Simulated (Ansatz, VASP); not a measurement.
Two plane-wave programs on CdS

```
Cd S
1.0
     0.05098    2.94526    2.94526
     2.94526    0.05098    2.94526
     2.94526    2.94526    0.05098
Cd S
1 1
Direct
  0.00184 0.00184 0.00184
  0.24816 0.24816 0.24816
```

Alike in both runs: task single point; functional PBEsol; k mesh 9 × 9 × 9; no spin polarisation.

|  | VASP | Ansatz |
| --- | --- | --- |
| version | VASP 6.6.1 | Ansatz 0.2.0 |
| potentials or method | VASP PAW PBE potentials, release 64 (Cd, S), cutoff 500 eV | scalar-relativistic, plane waves, PAW |
| occupations | gaussian, width 0.01 eV | fixed |
| valence electrons in the cell | 18 | 26 |

|  | VASP | Ansatz | Ansatz less VASP |
| --- | --- | --- | --- |
| gap on the k mesh at the Fermi level (eV) | 0.96 | 0.95 | -0.005 |
| least direct gap on the mesh (eV) | 0.96 | 0.95 | -0.005 |

VASP's potentials were made for PBE, not for PBEsol, and Ansatz warns of the same on its side. VASP's potentials hold 18 valence electrons a cell and Ansatz's 26, so a difference there can come from the potentials and not from the codes.
